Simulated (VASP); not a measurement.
# Hf3N4 (I-43d) in VASP: relaxation of cell and atoms with r2SCAN

Aim: the relaxation of cell and atoms of Hf3N4 with r2SCAN.

All numbers are computed with VASP 6.6.1; they aren't measurements. Logs are shortened: lines on timing, memory, paths and dates and some standing lists are left out, and cuts for length are marked.

## Step 1: The cell of the first run

It takes space group I-43d (No. 220, cubic). The conventional cell has a = 6.733 Å, b = 6.733 Å, c = 6.733 Å, α = 90.00°, β = 90.00°, γ = 90.00°. Hf (site symmetry -4) has 8 N at 2.21 to 2.46 Å within 2.9 Å. N (site symmetry 3) has 6 Hf at 2.21 to 2.46 Å and 5 N at 2.63 to 2.92 Å within 3.0 Å.

## Step 2: Relaxation of cell and atoms, r2SCAN

Contents of POSCAR:

```
Hf3N4
1.0
   -3.3667166136      3.3667166136      3.3667166136
    3.3667166136     -3.3667166136      3.3667166136
    3.3667166136      3.3667166136     -3.3667166136
Hf N
6 8
Direct
    0.8750000000      0.2500000000      0.1250000000
    0.1250000000      0.8750000000      0.2500000000
    0.3750000000      0.6250000000      0.7500000000
    0.2500000000      0.1250000000      0.8750000000
    0.7500000000      0.3750000000      0.6250000000
    0.6250000000      0.7500000000      0.3750000000
    0.5000000000      0.0000000000      0.6333056760
    0.1333056760      0.5000000000      0.0000000000
    0.3666943240      0.3666943240      0.3666943240
    0.0000000000      0.1333056760      0.5000000000
    0.8666943240      0.8666943240      0.8666943240
    0.0000000000      0.6333056760      0.5000000000
    0.5000000000      0.0000000000      0.1333056760
    0.6333056760      0.5000000000      0.0000000000
```

Contents of INCAR.step1:

```
SYSTEM = Hf3N4
  PREC = Accurate
  ENCUT = 660
  ISMEAR = -1
  SIGMA = 0.02
  LREAL = .FALSE.
  LASPH = .TRUE.
  NELM = 120
  GGA = PE
  ALGO = Normal
  EDIFF = 1E-5
  LWAVE = .TRUE.
  LCHARG = .FALSE.
  GGA_COMPAT = .FALSE.
  IBRION = 2
  ISIF = 3
  EDIFFG = -0.005
  NELMIN = 4
  NSW = 100
  KPAR = 4
```

Contents of INCAR.step2:

```
SYSTEM = Hf3N4
  PREC = Accurate
  ENCUT = 660
  EDIFF = 1E-7
  ISMEAR = -1
  SIGMA = 0.02
  LREAL = .FALSE.
  LASPH = .TRUE.
  NELM = 120
  ALGO = Normal
  ISIF = 3
  LWAVE = .FALSE.
  LCHARG = .FALSE.
  METAGGA = R2SCAN
  LMIXTAU = .TRUE.
  IBRION = 2
  NSW = 80
  EDIFFG = -0.005
  ISTART = 1
  GGA_COMPAT = .FALSE.
  NELMIN = 4
  KPAR = 4
```

Contents of KPOINTS:

```
Automatic mesh
0
G
  6 6 6
  0 0 0
```

Potentials or basis: VASP PAW PBE potentials, release 64 (Hf_pv, N).

Run with:

```
> cat potpaw_PBE.64/Hf_pv/POTCAR potpaw_PBE.64/N/POTCAR > POTCAR
> cp INCAR.step1 INCAR
> mpirun -np 4 vasp_std > vasp.out
> cp INCAR.step2 INCAR
> mpirun -np 4 vasp_std > vasp.out
```

OUTCAR:

```text
SYSTEM = Hf3N4
   PREC = Accurate
   ENCUT = 660
   EDIFF = 1E-7
   ISMEAR = -1
   LREAL = .FALSE.
   LASPH = .TRUE.
   NELM = 120
   ISIF = 3
   METAGGA = R2SCAN
   IBRION = 2
   NSW = 80
   EDIFFG = -0.005
   ISTART = 1
   NELMIN = 4

 ion  position               nearest neighbor table
   1  0.875  0.250  0.125-   8 2.21  11 2.21  13 2.21  12 2.21   7 2.46   9 2.46  10 2.46  14 2.46
                             2 3.15   3 3.15   2 3.15   4 3.15   5 3.15   5 3.15   4 3.15   3 3.15
   2  0.125  0.875  0.250-   8 2.21  10 2.21  11 2.21   7 2.21  12 2.46  13 2.46  14 2.46   9 2.46
                             1 3.15   6 3.15   5 3.15   4 3.15   1 3.15   4 3.15   5 3.15   6 3.15
   3  0.375  0.625  0.750-   9 2.21  12 2.21  14 2.21  13 2.21   8 2.46   7 2.46  10 2.46  11 2.46
                             5 3.15   6 3.15   1 3.15   6 3.15   4 3.15   4 3.15   5 3.15   1 3.15
   4  0.250  0.125  0.875-  10 2.21  11 2.21  13 2.21  14 2.21   8 2.46  12 2.46   9 2.46   7 2.46
                             2 3.15   3 3.15   1 3.15   6 3.15   1 3.15   2 3.15   3 3.15   6 3.15
   5  0.750  0.375  0.625-   7 2.21   9 2.21  12 2.21   8 2.21  11 2.46  10 2.46  13 2.46  14 2.46
                             3 3.15   2 3.15   1 3.15   3 3.15   6 3.15   1 3.15   6 3.15   2 3.15
   6  0.625  0.750  0.375-   7 2.21   9 2.21  10 2.21  14 2.21  11 2.46  12 2.46  13 2.46   8 2.46
                             3 3.15   5 3.15   4 3.15   5 3.15   2 3.15   3 3.15   4 3.15   2 3.15
   7  0.500  0.000  0.633-   5 2.21   6 2.21   2 2.21   4 2.46   1 2.46   3 2.46
   8  0.133  0.500  0.000-   1 2.21   2 2.21   5 2.21   4 2.46   3 2.46   6 2.46
   9  0.367  0.367  0.367-   3 2.21   5 2.21   6 2.21   1 2.46   4 2.46   2 2.46
  10  0.000  0.133  0.500-   2 2.21   4 2.21   6 2.21   1 2.46   5 2.46   3 2.46
  11  0.867  0.867  0.867-   1 2.21   2 2.21   4 2.21   5 2.46   6 2.46   3 2.46
  12  0.000  0.633  0.500-   3 2.21   5 2.21   1 2.21   4 2.46   2 2.46   6 2.46
  13  0.500  0.000  0.133-   1 2.21   4 2.21   3 2.21   2 2.46   5 2.46   6 2.46
  14  0.633  0.500  0.000-   3 2.21   4 2.21   6 2.21   2 2.46   5 2.46   1 2.46

  LATTYP: Found a body centered cubic cell.
 ALAT       =     6.7334332272

  Lattice vectors:

 A1 = (  -3.3667166136,   3.3667166136,   3.3667166136)
 A2 = (   3.3667166136,  -3.3667166136,   3.3667166136)
 A3 = (   3.3667166136,   3.3667166136,  -3.3667166136)

Analysis of symmetry for initial positions (statically):
=====================================================================
 Subroutine PRICEL returns:
 Original cell was already a primitive cell.

 Routine SETGRP: Setting up the symmetry group for a
 body centered cubic supercell.

 Subroutine GETGRP returns: Found 24 space group operations
 (whereof  3 operations were pure point group operations)
 out of a pool of 48 trial point group operations.

The static configuration has the point symmetry C_3 .
 The point group associated with its full space group is T_d .

Analysis of symmetry for dynamics (positions and initial velocities):
=====================================================================
 Subroutine PRICEL returns:
 Original cell was already a primitive cell.

[... 139 lines left out ...]
   EFERMI_NEDOS =   21; number of points for ismear=-14 and -15
   IALGO  =     38    algorithm
   IMIX   =      4    mixing-type and parameters
     AMIX     =   0.40;   BMIX     =  1.00
     AMIX_MAG =   1.60;   BMIX_MAG =  1.00
  volume/ion in A,a.u.               =      10.90        73.58
  Fermi-wavevector in a.u.,A,eV,Ry     =   1.421832  2.686873 27.505621  2.021606
  Thomas-Fermi vector in A             =   2.542600
   LORBIT       =      0    0 simple, 1 ext, 2 COOP (PROOUT), +10 PAW based schemes
   METAGGA = R2SCAN    functional components
   LHFCALC =     F    Hartree Fock is set to
   AEXX    =    0.0000 exact exchange contribution
   IVDW    =     0    specifies the selected vdW correction
   LEPSILON=     F    determine dielectric tensor
   LRPA    =     F    only Hartree local field effects (RPA)
 conjugate gradient relaxation of ions
 non-spin polarized calculation
  energy-cutoff  :      660.00
  volume of cell :      152.64
 maximum number of plane-waves:      5910
 NGX is ok and might be reduce to    50
   NGX = 25   NGY = 25   NGZ = 25

--------------------------------------- Ionic step        1  -------------------------------------------

 number of electron     100.0000000 magnetization

 Free energy of the ion-electron system (eV)
  ---------------------------------------------------
  ext. energy  EPLUGINS =         0.00000000
  ---------------------------------------------------
  free energy    TOTEN  =      -370.31809577 eV

  energy without entropy =     -370.31809577  energy(sigma->0) =     -370.31809577

------------------------ aborting loop because EDIFF is reached ----------------------------------------

  FORCE on cell =-STRESS in cart. coord.  units (eV):
  Direction    XX          YY          ZZ          XY          YZ          ZX
  --------------------------------------------------------------------------------------
  -------------------------------------------------------------------------------------
  Total       -6.9460176     -6.9460176     -6.9460176      0.0000000      0.0000000     -0.0000000
  in kB      -72.9065899    -72.9065899    -72.9065899      0.0000000      0.0000000     -0.0000000
  external PRESSURE =     -72.9065899 kB  Pullay stress =       0.0000000 kB
[... 125 lines left out ...]
  FREE ENERGIE OF THE ION-ELECTRON SYSTEM (eV)
  ---------------------------------------------------
  free  energy   TOTEN  =      -370.4097498444 eV

  energy  without entropy=     -370.4097498444  energy(sigma->0) =     -370.40974984

[... ionic steps 4 to 7 ...]

--------------------------------------- Ionic step        8  -------------------------------------------

 number of electron     100.0000004 magnetization

------------------------ aborting loop because EDIFF is reached ----------------------------------------
[... 91 lines left out ...]
--------------------------------------- Ionic step       10  -------------------------------------------

 number of electron     100.0000004 magnetization

 Free energy of the ion-electron system (eV)
  ---------------------------------------------------
  ext. energy  EPLUGINS =         0.00000000
  ---------------------------------------------------
  free energy    TOTEN  =      -370.41413069 eV

  energy without entropy =     -370.41413069  energy(sigma->0) =     -370.41413069

 E-fermi :   7.0848     XC(G=0): -13.6077

 val. band max:        6.6082517493   @ k =   0.0000   0.0000   0.0000
 cond. band min:       7.9662217142   @ k =   0.0000   0.0000   0.0000
 fundamental gap:      1.3579699649
 Fermi energy:         7.0848401926

 k-point     1 :       0.0000    0.0000    0.0000
  band No.  band energies     occupation
      1     -25.2297      2.00000
      2     -25.2297      2.00000
      3     -25.2297      2.00000
      4     -25.1328      2.00000
      5     -25.1328      2.00000
      6     -25.1328      2.00000
[... 1038 lines left out ...]
  FREE ENERGIE OF THE ION-ELECTRON SYSTEM (eV)
  ---------------------------------------------------
  free  energy   TOTEN  =      -370.4141306948 eV

  energy  without entropy=     -370.4141306948  energy(sigma->0) =     -370.41413069

 reached required accuracy - stopping structural energy minimisation
```

Wall time 28 min (4 MPI ranks of Intel Xeon Platinum 8488C (Sapphire Rapids), shared host); peak memory 0.57 GiB.

Results:

```
Free energy                           : -370.4141 eV
Relaxed volume                        : 10.67 Å³/atom
Relaxed cell                          : a = 5.789 Å, b = 5.789 Å, c = 5.789 Å, α = 109.47°, β = 109.47°, γ = 109.47°
Space group after relaxing (to 0.1 Å) : I-43d (No. 220)
Energy gained by relaxing             : 6.9 meV/atom
Ionic steps                           : 10
Pressure after relaxing               : 0.0 GPa
Band gap on the k mesh                : 1.36 eV
```

The path:
| step | energy change (eV) | largest force (eV/Å) | pressure (GPa) | volume (Å³) |
| --- | --- | --- | --- | --- |
| 1 | 0.0000 | 0.2459 | -7.29 | 152.64 |
| 2 | 0.2576 | 0.3305 | 16.42 | 141.94 |
| 3 | -0.0917 | 0.0672 | -0.03 | 148.91 |
| 4 | -0.0917 | 0.0634 | 0.13 | 148.84 |
| 5 | -0.0931 | 0.0513 | 0.12 | 148.92 |
| 6 | -0.0956 | 0.0151 | 0.10 | 149.18 |
| 7 | -0.0960 | 0.0014 | 0.09 | 149.30 |
| 8 | -0.0960 | 0.0027 | 0.09 | 149.31 |
| 9 | -0.0958 | 0.0085 | -0.36 | 149.53 |
| 10 | -0.0960 | 0.0005 | 0.00 | 149.35 |

Final structure:
```yaml
crystal:
  lattice:
    - [-3.34232, 3.34232, 3.34232]
    - [3.34232, -3.34232, 3.34232]
    - [3.34232, 3.34232, -3.34232]
  atoms:
    - { symbol: Hf, position: [0.87500, 0.25000, 0.12500] }
    - { symbol: Hf, position: [0.12500, 0.87500, 0.25000] }
    - { symbol: Hf, position: [0.37500, 0.62500, 0.75000] }
    - { symbol: Hf, position: [0.25000, 0.12500, 0.87500] }
    - { symbol: Hf, position: [0.75000, 0.37500, 0.62500] }
    - { symbol: Hf, position: [0.62500, 0.75000, 0.37500] }
    - { symbol: N, position: [0.50000, 0.00000, 0.63001] }
    - { symbol: N, position: [0.13001, 0.50000, 0.00000] }
    - { symbol: N, position: [0.36999, 0.36999, 0.36999] }
    - { symbol: N, position: [0.00000, 0.13001, 0.50000] }
    - { symbol: N, position: [0.86999, 0.86999, 0.86999] }
    - { symbol: N, position: [0.00000, 0.63001, 0.50000] }
    - { symbol: N, position: [0.50000, 0.00000, 0.13001] }
    - { symbol: N, position: [0.63001, 0.50000, 0.00000] }
```

Levels at points of the mesh, in eV from the valence-band top:
| k point | band 48 | band 49 | band 50 | band 51 | band 52 | band 53 |
| --- | --- | --- | --- | --- | --- | --- |
| (0.00, 0.00, 0.00) | 0.00 | 0.00 | 0.00 | 1.36 | 1.36 | 2.15 |
| (0.50, 0.00, 0.00) | -1.69 | -0.89 | -0.89 | 2.94 | 2.94 | 3.03 |
| (0.50, 0.50, 0.50) | -0.60 | -0.60 | -0.60 | 4.15 | 4.15 | 4.15 |

Caveat: the PAW data sets were made with another functional, which shifts forces and pressure a little; spin-orbit coupling is left out, which moves the levels of the heavy elements.
